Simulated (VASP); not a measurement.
# MoSe (P6_3/mmc) in VASP: a series of runs, part 2 of 3

VASP 6.6.1.

**4. Single point, PBEsol, collinear spin**

This run uses another cell than the first one, of 16.36 Å³/atom.

File INCAR:

```
PREC = Accurate ; ENCUT = 520
EDIFF = 1E-6 ; ISMEAR = 0
SIGMA = 0.1 ; LREAL = False
LASPH = True ; NELM = 150
ALGO = Normal ; ISIF = 2
LWAVE = False ; LCHARG = False
ISPIN = 2 ; MAGMOM = 0.21 0.21 0 0
LORBIT = 11 ; LMAXMIX = 4
GGA = PS ; NBANDS = 32
```

File KPOINTS:

```
regular mesh
0
Gamma
  6 6 4
```

File POSCAR:

```
MoSe
1.0
    3.3904979266      0.0000000000      0.0000000000
   -1.6952489633      2.9362573359      0.0000000000
    0.0000000000      0.0000000000      6.5745001832
Mo Se
2 2
Direct
    0.0000000000      0.0000000000      0.0000000000
    0.0000000000      0.0000000000      0.5000000000
    0.3333333333      0.6666666667      0.2500000000
    0.6666666667      0.3333333333      0.7500000000
```

Launch:

```bash
$ cat potpaw_PBE.64/Mo_sv/POTCAR potpaw_PBE.64/Se/POTCAR > POTCAR
$ mpirun -np 1 vasp_std > vasp.out
```

Run time: 38 s. Hardware: 1 thread of Intel Xeon 6975P-C (Granite Rapids), shared host; peak memory 0.25 GiB.

Results (log left out):

```
Free energy                                           : -31.2788 eV
Pressure                                              : 0.6 GPa
Band gap on the k mesh                                : zero (filled and empty bands overlap)
Net moment                                            : 0.00 μB per cell
Valence electrons inside the program's atomic spheres : Mo 12.47; Se 3.98
```

Stress tensor (GPa, compression positive):
```
0.43 0.00 0.00
0.00 0.43 0.00
0.00 0.00 0.98
```

Levels at points of the mesh, in eV from the Fermi level:
Spin up:
| k point | band 17 | band 18 | band 19 | band 20 | band 21 | band 22 | band 23 | band 24 |
| --- | --- | --- | --- | --- | --- | --- | --- | --- |
| (0.00, 0.00, 0.00) | -1.94 | -1.71 | -1.71 | -1.67 | -1.67 | -0.12 | -0.12 | 0.65 |
| (0.50, 0.00, 0.00) | -3.26 | -2.47 | -0.85 | 0.60 | 0.85 | 1.03 | 1.09 | 2.14 |
| (0.00, 0.00, 0.50) | -1.52 | -1.52 | -1.18 | -1.18 | -1.18 | -1.18 | 1.89 | 1.89 |
| (0.50, 0.00, 0.50) | -2.84 | -2.84 | 0.72 | 0.72 | 0.76 | 0.76 | 1.68 | 1.68 |
Spin down:
```csv
k point,band 16,band 17,band 18,band 19,band 20,band 21,band 22,band 23,band 24,band 25
"(0.00, 0.00, 0.00)",-1.94,-1.94,-1.71,-1.71,-1.67,-1.67,-0.13,-0.13,0.65,3.37
"(0.50, 0.00, 0.00)",-3.88,-3.26,-2.47,-0.85,0.60,0.85,1.03,1.09,2.14,3.48
"(0.00, 0.00, 0.50)",-4.18,-1.52,-1.52,-1.18,-1.18,-1.18,-1.18,1.89,1.89,1.89
"(0.50, 0.00, 0.50)",-4.80,-2.84,-2.84,0.72,0.72,0.76,0.76,1.68,1.68,2.95
```

Caveat: the PAW data sets were made with another functional, which shifts forces and pressure a little.

**5. Relaxation of cell and atoms, PBEsol**

This run uses another cell than the first one, of 16.36 Å³/atom.

File INCAR:

```
PREC = Accurate ; ENCUT = 600
EDIFF = 1E-6 ; ISMEAR = 0
SIGMA = 0.1 ; LREAL = False
LASPH = True ; NELM = 100
ALGO = Normal ; ISIF = 3
LWAVE = False ; LCHARG = False
GGA = PS ; IBRION = 2
NSW = 100 ; EDIFFG = -0.01
```

File KPOINTS:

```
Automatic mesh
0
Gamma
  12 12 6
```

POSCAR is that of step 4.

Potentials or basis: VASP PAW PBE potentials, release 64 (Mo_sv, Se).

Launch:

```bash
$ cat potpaw_PBE.64/Mo_sv/POTCAR potpaw_PBE.64/Se/POTCAR > POTCAR
$ mpirun -np 1 vasp_std > vasp.out
```

OUTCAR:

```text
PREC = Accurate
   ENCUT = 600
   EDIFF = 1E-6
   ISMEAR = 0
   LREAL = False
   LASPH = True
   NELM = 100
   ISIF = 3
   GGA = PS
   IBRION = 2
   NSW = 100
   EDIFFG = -0.01

 ion  position               nearest neighbor table
   1  0.000  0.000  0.000-   3 2.56   4 2.56   3 2.56   4 2.56   4 2.56   3 2.56   2 3.29   2 3.29

   2  0.000  0.000  0.500-   3 2.56   4 2.56   3 2.56   4 2.56   4 2.56   3 2.56   1 3.29   1 3.29

   3  0.333  0.667  0.250-   1 2.56   2 2.56   1 2.56   2 2.56   1 2.56   2 2.56
   4  0.667  0.333  0.750-   1 2.56   2 2.56   1 2.56   2 2.56   1 2.56   2 2.56

  LATTYP: Found a hexagonal cell.
 ALAT       =     3.3904979266
 C/A-ratio  =     1.9390957687

  Lattice vectors:

 A1 = (   3.3904979266,   0.0000000000,   0.0000000000)
 A2 = (  -1.6952489633,   2.9362573359,   0.0000000000)
 A3 = (   0.0000000000,   0.0000000000,   6.5745001832)

Analysis of symmetry for initial positions (statically):
=====================================================================
 Subroutine PRICEL returns:
 Original cell was already a primitive cell.

 Routine SETGRP: Setting up the symmetry group for a
 hexagonal supercell.

 Subroutine GETGRP returns: Found 24 space group operations
 (whereof 12 operations were pure point group operations)
 out of a pool of 24 trial point group operations.

The static configuration has the point symmetry D_3d.
 The point group associated with its full space group is D_6h.

Analysis of symmetry for dynamics (positions and initial velocities):
=====================================================================
 Subroutine PRICEL returns:
 Original cell was already a primitive cell.

 Routine SETGRP: Setting up the symmetry group for a
 hexagonal supercell.

 Subroutine GETGRP returns: Found 24 space group operations
 (whereof 12 operations were pure point group operations)
 out of a pool of 24 trial point group operations.

The dynamic configuration has the point symmetry D_3d.
 The point group associated with its full space group is D_6h.

 Subroutine INISYM returns: Found 24 space group operations
 (whereof 12 operations are pure point group operations),
 and found     1 'primitive' translations

----------------------------------------------------------------------------------------

                                     Primitive cell

  volume of cell :      65.4516

  direct lattice vectors                    reciprocal lattice vectors
     3.390497927  0.000000000  0.000000000     0.294941929  0.170284802  0.000000000
    -1.695248963  2.936257336  0.000000000     0.000000000  0.340569605  0.000000000
     0.000000000  0.000000000  6.574500183     0.000000000  0.000000000  0.152102817

  length of vectors
     3.390497927  3.390497927  6.574500183     0.340569605  0.340569605  0.152102817

  position of ions in fractional coordinates (direct lattice)
     0.000000000  0.000000000  0.000000000
     0.000000000  0.000000000  0.500000000
     0.333333333  0.666666667  0.250000000
     0.666666667  0.333333333  0.750000000

  ion indices of the primitive-cell ions
   primitive index   ion index
                 1           1
                 2           2
[... 66 lines left out ...]
   ISTART =      0    job   : 0-new  1-cont  2-samecut
   ICHARG =      2    charge: 1-file 2-atom 10-const
   ISPIN  =      1    spin polarized calculation?
   LNONCOLLINEAR =      F non collinear calculations
   LSORBIT =      F    spin-orbit coupling
   LASPH  =      T    aspherical Exc in radial PAW
   ENCUT  =  600.0 eV  44.10 Ry    6.64 a.u.   6.77  6.77 13.13*2*pi/ulx,y,z
   NELM   =    100;   NELMIN=  2; NELMDL= -5     # of ELM steps
   EDIFF  = 0.1E-05   stopping-criterion for ELM
   LREAL  =      F    real-space projection
   EDIFFG = -.1E-01   stopping-criterion for IOM
   NSW    =    100    number of steps for IOM
   IBRION =      2    ionic relax: 0-MD 1-quasi-New 2-CG
   NFREE  =      1    steps in history (QN), initial steepest desc. (CG)
   ISIF   =      3    stress and relaxation
   ISYM   =      2    0-nonsym 1-usesym 2-fastsym
   POTIM  = 0.5000    time-step for ionic-motion
   TEBEG  =    0.0;   TEEND  =   0.0 temperature during run
   PSTRESS=    0.0 pullay stress
   NELECT =      40.0000    total number of electrons
   NUPDOWN=      -1.0000    fix difference up-down
   EMIN   =  10.00;   EMAX   =-10.00  energy-range for DOS
   EFERMI =   0.00;   METHOD = LEGACY
   ISMEAR =     0;   SIGMA  =   0.10  broadening in eV -4-tet -1-fermi 0-gaus
   EFERMI_NEDOS =   21; number of points for ismear=-14 and -15
   IALGO  =     38    algorithm
   IMIX   =      4    mixing-type and parameters
     AMIX     =   0.40;   BMIX     =  1.00
     AMIX_MAG =   1.60;   BMIX_MAG =  1.00
  volume/ion in A,a.u.               =      16.36       110.42
  Fermi-wavevector in a.u.,A,eV,Ry     =   1.389274  2.625348 26.260380  1.930083
  Thomas-Fermi vector in A             =   2.513321
   LORBIT       =      0    0 simple, 1 ext, 2 COOP (PROOUT), +10 PAW based schemes
   GGA     = PS    functional components
   LHFCALC =     F    Hartree Fock is set to
   AEXX    =    0.0000 exact exchange contribution
   IVDW    =     0    specifies the selected vdW correction
   LEPSILON=     F    determine dielectric tensor
   LRPA    =     F    only Hartree local field effects (RPA)
 conjugate gradient relaxation of ions
 non-spin polarized calculation
 Gauss-broadening in eV      SIGMA  =   0.10
  energy-cutoff  :      600.00
  volume of cell :       65.45
 maximum number of plane-waves:      2210
 NGX is ok and might be reduce to    28

--------------------------------------- Ionic step        1  -------------------------------------------

 number of electron      39.9999999 magnetization

 Free energy of the ion-electron system (eV)
  ---------------------------------------------------
  ext. energy  EPLUGINS =         0.00000000
  ---------------------------------------------------
  free energy    TOTEN  =       -31.29180714 eV

  energy without entropy =      -31.27180853  energy(sigma->0) =      -31.28180783

------------------------ aborting loop because EDIFF is reached ----------------------------------------

  FORCE on cell =-STRESS in cart. coord.  units (eV):
  Direction    XX          YY          ZZ          XY          YZ          ZX
  --------------------------------------------------------------------------------------
  -------------------------------------------------------------------------------------
  Total       -0.2270377     -0.2270377      1.3340793      0.0000000      0.0000000      0.0000000
  in kB       -5.5576125     -5.5576125     32.6566694      0.0000000      0.0000000      0.0000000
  external PRESSURE =       7.1804814 kB  Pullay stress =       0.0000000 kB
[... 95 lines left out ...]
  FREE ENERGIE OF THE ION-ELECTRON SYSTEM (eV)
  ---------------------------------------------------
  free  energy   TOTEN  =       -31.3041411105 eV

  energy  without entropy=      -31.2829286603  energy(sigma->0) =      -31.29353489

[... ionic steps 4 to 13 ...]

--------------------------------------- Ionic step       14  -------------------------------------------

 number of electron      40.0000001 magnetization

------------------------ aborting loop because EDIFF is reached ----------------------------------------
[... 71 lines left out ...]
--------------------------------------- Ionic step       16  -------------------------------------------

 number of electron      40.0000001 magnetization

 Free energy of the ion-electron system (eV)
  ---------------------------------------------------
  ext. energy  EPLUGINS =         0.00000000
  ---------------------------------------------------
  free energy    TOTEN  =       -31.36996628 eV

  energy without entropy =      -31.35313818  energy(sigma->0) =      -31.36155223

 E-fermi :  10.8568     XC(G=0): -12.4863

 val. band max:       10.8453973580   @ k =   0.3333   0.1667   0.5000
 cond. band min:      10.8620959646   @ k =   0.3333   0.0000   0.5000
 fundamental gap:      0.0166986066
 Fermi energy:        10.8568109461

 k-point     1 :       0.0000    0.0000    0.0000
  band No.  band energies     occupation
      1     -50.4880      2.00000
      2     -50.4828      2.00000
      3     -24.8740      2.00000
      4     -24.7523      2.00000
      5     -24.4557      2.00000
      6     -24.4557      2.00000
[... 637 lines left out ...]
     23      11.9944      0.00000
     24      12.1587      0.00000

 [... further k-points ...]

------------------------ aborting loop because EDIFF is reached ----------------------------------------

  FORCE on cell =-STRESS in cart. coord.  units (eV):
  Direction    XX          YY          ZZ          XY          YZ          ZX
  --------------------------------------------------------------------------------------
  -------------------------------------------------------------------------------------
  Total        0.0252490      0.0252490     -0.0147682      0.0000000      0.0000000      0.0000000
  in kB        0.6287869      0.6287869     -0.3677787      0.0000000      0.0000000      0.0000000
  external PRESSURE =       0.2965983 kB  Pullay stress =       0.0000000 kB
[... 19 lines left out ...]
  FREE ENERGIE OF THE ION-ELECTRON SYSTEM (eV)
  ---------------------------------------------------
  free  energy   TOTEN  =       -31.3699662791 eV

  energy  without entropy=      -31.3531381808  energy(sigma->0) =      -31.36155223

 reached required accuracy - stopping structural energy minimisation
```

OSZICAR:

```text
N       E                     dE             d eps       ncg     rms          rms(c)
DAV:   1     0.393770750927E+03    0.39377E+03   -0.24426E+04  3688   0.183E+03
DAV:   2    -0.152407836517E+02   -0.40901E+03   -0.40496E+03  4304   0.469E+02
DAV:   3    -0.321848246801E+02   -0.16944E+02   -0.16679E+02  4904   0.835E+01
[... 133 lines left out ...]
       N       E                     dE             d eps       ncg     rms          rms(c)
DAV:   1    -0.313700526188E+02   -0.95271E-04   -0.27678E-03  3648   0.476E-01    0.898E-02
DAV:   2    -0.313699735879E+02    0.79031E-04   -0.39255E-04  3848   0.144E-01    0.186E-02
DAV:   3    -0.313699666110E+02    0.69769E-05   -0.20169E-05  4880   0.264E-02    0.773E-03
DAV:   4    -0.313699662791E+02    0.33196E-06   -0.49130E-06  3112   0.158E-02
  16 F= -.31369966E+02 E0= -.31361552E+02  d E =-.166875E-04
```

CONTCAR:

```text
MoSe
   1.00000000000000
     3.2288122592474773    0.0000000000000000   -0.0000000000000000
    -1.6144061296237386    2.7962334405468963   -0.0000000000000000
    -0.0000000000000000    0.0000000000000000    7.1258202853828925
  Mo              Se
     2     2
Direct
     0.0000000000000000    0.0000000000000000    0.0000000000000000
     0.0000000000000000    0.0000000000000000    0.5000000000000000
     0.3333333332999970    0.6666666667000030    0.2500000000000000
     0.6666666667000030    0.3333333332999970    0.7500000000000000

  0.00000000E+00  0.00000000E+00  0.00000000E+00
  0.00000000E+00  0.00000000E+00  0.00000000E+00
  0.00000000E+00  0.00000000E+00  0.00000000E+00
  0.00000000E+00  0.00000000E+00  0.00000000E+00
```

Wall time 7.8 min (1 thread of Intel Xeon 6975P-C (Granite Rapids), shared host); peak memory 0.3 GiB.

Results:

```yaml
Free_energy: -31.3700 eV
Relaxed_volume: 16.08 Å³/atom
Relaxed_cell: a = 3.229 Å, b = 3.229 Å, c = 7.126 Å, α = 90.00°, β = 90.00°, γ = 120.00°
Space_group_after_relaxing_to_0.1_Å: P6_3/mmc (No. 194)
Energy_gained_by_relaxing: 19.5 meV/atom
Ionic_steps: 16
Pressure_after_relaxing: 0.0 GPa
```

The path:
| step | energy change (eV) | largest force (eV/Å) | pressure (GPa) | volume (Å³) |
| --- | --- | --- | --- | --- |
| 1 | 0.0000 | 0.0000 | 0.72 | 65.45 |
| 2 | -0.0121 | 0.0000 | -1.71 | 66.14 |
| 3 | -0.0123 | 0.0000 | -2.09 | 66.25 |
| 4 | -0.0217 | 0.0000 | -1.44 | 65.91 |
| 5 | -0.0463 | 0.0000 | 0.61 | 64.84 |
| 6 | -0.0496 | 0.0000 | 5.46 | 62.62 |
| 7 | -0.0602 | 0.0000 | 2.84 | 63.77 |
| 8 | -0.0605 | 0.0000 | 3.61 | 63.42 |
| 9 | -0.0639 | 0.0000 | 3.48 | 63.38 |
| 10 | -0.0675 | 0.0000 | 3.17 | 63.26 |
| 11 | -0.0714 | 0.0000 | 2.50 | 63.48 |
| 12 | -0.0778 | 0.0000 | 0.54 | 64.15 |
| 13 | -0.0781 | 0.0000 | -0.01 | 64.35 |
| 14 | -0.0781 | 0.0000 | -0.07 | 64.37 |
| 15 | -0.0781 | 0.0000 | -0.07 | 64.36 |
| 16 | -0.0782 | 0.0000 | 0.03 | 64.34 |

Final structure:
```xyz
4
Lattice="3.2288 0.0000 0.0000 -1.6144 2.7962 0.0000 0.0000 0.0000 7.1258" Properties=species:S:1:pos:R:3 pbc="T T T"
Mo    0.0000    0.0000    0.0000
Mo    0.0000    0.0000    3.5629
Se    0.0000    1.8642    1.7815
Se    1.6144    0.9321    5.3444
```

Levels at points of the mesh, in eV from the Fermi level:
```tsv
k point	band 17	band 18	band 19	band 20	band 21	band 22	band 23	band 24
(0.00, 0.00, 0.00)	-1.75	-1.20	-1.20	-0.80	-0.80	-0.76	-0.08	-0.08
(0.50, 0.00, 0.00)	-3.16	-2.59	-0.89	0.37	1.24	1.26	1.37	2.38
(0.00, 0.00, 0.50)	-2.04	-2.04	-0.86	-0.86	-0.86	-0.86	1.94	1.94
(0.50, 0.00, 0.50)	-3.12	-3.12	0.71	0.71	1.32	1.32	1.72	1.72
```

Caveat: the highest band is partly filled, so the run has too few bands; the PAW data sets were made with another functional, which shifts forces and pressure a little.

**6. Relaxation of cell and atoms, PBEsol, collinear spin**

This run uses another cell than the first one, of the same volume but with other edges.

File INCAR:

```
ALGO     = Normal         # electronic algorithm
EDIFF    = 1E-6           # SCF threshold, eV
EDIFFG   = -0.05          # ionic threshold
ENCUT    = 600            # plane-wave cutoff, eV
GGA      = PS             # functional
IBRION   = 2              # ionic algorithm
ISIF     = 3              # what is computed and relaxed
ISMEAR   = 0              # smearing method
ISPIN    = 2              # spin polarisation
LASPH    = True           # aspherical terms in the spheres
LCHARG   = False          # write CHGCAR
LMAXMIX  = 4              # l up to which the mixer works
LORBIT   = 11             # projections on sites
LREAL    = False          # projectors in reciprocal space
LWAVE    = False          # write WAVECAR
MAGMOM   = 0.21 0.21 0 0  # initial moments
NELM     = 150            # most SCF steps
NSW      = 100            # ionic steps
PREC     = Accurate       # precision mode
SIGMA    = 0.1            # smearing width, eV
```

File KPOINTS:

```
k-points
0
Gamma
  6 6 4
```

File POSCAR:

```
MoSe
1.0
    3.6310508083      0.0000000000      0.0000000000
   -1.8155254042      3.1445822425      0.0000000000
    0.0000000000      0.0000000000      5.6281287529
Mo Se
2 2
Direct
    0.0000000000      0.0000000000      0.0000000000
    0.0000000000      0.0000000000      0.5000000000
    0.3333333333      0.6666666667      0.2500000000
    0.6666666667      0.3333333333      0.7500000000
```

Potentials or basis: VASP PAW PBE potentials, release 64 (Mo_sv, Se).

Launch:

```bash
$ cat potpaw_PBE.64/Mo_sv/POTCAR potpaw_PBE.64/Se/POTCAR > POTCAR
$ mpirun -np 1 vasp_std > vasp.out
```

Run time: 5.4 min. Hardware: 1 thread of Intel Xeon 6975P-C (Granite Rapids), shared host; peak memory 0.27 GiB.

The run converged. Its results:

| Item | Value |
| --- | --- |
| Free energy | -31.3043 eV |
| Relaxed volume | 16.15 Å³/atom |
| Relaxed cell | a = 3.247 Å, b = 3.247 Å, c = 7.076 Å, α = 90.00°, β = 90.00°, γ = 120.00° |
| Space group after relaxing (to 0.1 Å) | P6_3/mmc (No. 194) |
| Energy gained by relaxing | 183.7 meV/atom |
| Ionic steps | 11 |
| Pressure after relaxing | 0.0 GPa |
| Net moment | 0.00 μB per cell |
| Valence electrons inside the program's atomic spheres | Mo 12.45; Se 3.96 |

Stress tensor (GPa, compression positive):
```
-0.11  0.00  0.00
 0.00 -0.11  0.00
 0.00  0.00  0.12
```

Step by step:
| step | energy change (eV) | largest force (eV/Å) | pressure (GPa) | volume (Å³) |
| --- | --- | --- | --- | --- |
| 1 | 0.0000 | 0.0000 | 13.21 | 64.26 |
| 2 | 0.2646 | 0.0000 | -16.32 | 77.35 |
| 3 | -0.1996 | 0.0000 | -1.51 | 69.08 |
| 4 | -0.1998 | 0.0000 | -1.18 | 68.94 |
| 5 | -0.3097 | 0.0000 | -2.38 | 68.77 |
| 6 | -0.6305 | 0.0000 | -4.08 | 67.90 |
| 7 | -0.7295 | 0.0000 | -1.21 | 64.72 |
| 8 | -0.7267 | 0.0000 | -2.21 | 65.52 |
| 9 | -0.7307 | 0.0000 | -1.91 | 65.27 |
| 10 | -0.6174 | 0.0000 | 11.64 | 61.10 |
| 11 | -0.7349 | 0.0000 | -0.03 | 64.59 |

Final structure:
```
CELL_PARAMETERS angstrom
3.24651 0.00000 0.00000
-1.62325 2.81156 0.00000
0.00000 0.00000 7.07606
ATOMIC_POSITIONS crystal
Mo 0.00000 0.00000 0.00000
Mo 0.00000 0.00000 0.50000
Se 0.33333 0.66667 0.25000
Se 0.66667 0.33333 0.75000
```

Levels at points of the mesh, in eV from the Fermi level:
Spin up:
| k point | band 16 | band 17 | band 18 | band 19 | band 20 | band 21 | band 22 | band 23 | band 24 |
| --- | --- | --- | --- | --- | --- | --- | --- | --- | --- |
| (0.00, 0.00, 0.00) | -1.79 | -1.79 | -1.26 | -1.26 | -0.90 | -0.90 | -0.65 | -0.12 | -0.12 |
| (0.50, 0.00, 0.00) | -3.81 | -3.11 | -2.66 | -0.91 | 0.43 | 1.17 | 1.24 | 1.29 | 2.32 |
| (0.00, 0.00, 0.50) | -3.40 | -1.99 | -1.99 | -0.91 | -0.91 | -0.91 | -0.91 | 1.90 | 1.90 |
| (0.50, 0.00, 0.50) | -4.23 | -3.10 | -3.10 | 0.71 | 0.71 | 1.23 | 1.23 | 1.70 | 1.70 |
Spin down:
| k point | band 17 | band 18 | band 19 | band 20 | band 21 | band 22 | band 23 | band 24 |
| --- | --- | --- | --- | --- | --- | --- | --- | --- |
| (0.00, 0.00, 0.00) | -1.79 | -1.26 | -1.26 | -0.90 | -0.90 | -0.65 | -0.12 | -0.12 |
| (0.50, 0.00, 0.00) | -3.11 | -2.66 | -0.91 | 0.43 | 1.17 | 1.24 | 1.29 | 2.32 |
| (0.00, 0.00, 0.50) | -1.99 | -1.99 | -0.91 | -0.91 | -0.91 | -0.91 | 1.90 | 1.90 |
| (0.50, 0.00, 0.50) | -3.10 | -3.10 | 0.71 | 0.71 | 1.23 | 1.23 | 1.70 | 1.70 |

Caveat: the highest band is partly filled, so the run has too few bands; a cell axis changed by over 15 % at a fixed basis, so the end point is rough; the PAW data sets were made with another functional, which shifts forces and pressure a little.

(Continued in part 3 of 3.)

The gap in the log of VASP goes by the Fermi energy; the results here count the filled bands.